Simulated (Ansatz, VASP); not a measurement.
## WS2: VASP beside Ansatz

```
W S
1.0
     1.57900    0.91164    6.16333
    -1.57900    0.91164    6.16333
     0.00000   -1.82327    6.16333
W S
1 2
Direct
  0.03751 0.98752 0.98752
  0.21219 0.26219 0.26219
  0.41900 0.41900 0.41900
```

Change from the starting cell: shortest bond scaled by 1.1, PAW files.

Alike in both runs: task electric field gradients; functional PBEsol; k mesh 11 × 11 × 11; occupations fermi-dirac, width 0.05 eV; no spin polarisation.

```csv
,VASP,Ansatz
version,VASP 6.6.1,Ansatz 0.2.0
potentials or method,"VASP PAW PBE potentials, release 64 (W_sv, S)","PAW with Ansatz's default frozen-core files, scalar-relativistic"
plane-wave cutoff (eV),520,420
valence electrons in the cell,26,26
```

Ansatz gave:

- pressure (GPa): -2.6
- traceless stress, the component that is largest in VASP (GPa): 1.81
- rms of the force components (eV/Å): 1.502
- size of Vzz on the site where it differs most (V/Å²): 158.1

Question: Which values does VASP return?

Answer: Pressure (GPa): -2.5; traceless stress, the component that is largest in VASP (GPa): 1.80; rms of the force components (eV/Å): 1.505; size of Vzz on the site where it differs most (V/Å²): 148.7.

VASP's potentials were made for PBE, not for PBEsol. Atom by atom the forces differ by 0.010 eV/Å (rms over components). With one functional, cell and mesh, what is left measures potentials, basis and numerics.

Spin-orbit coupling is off throughout.
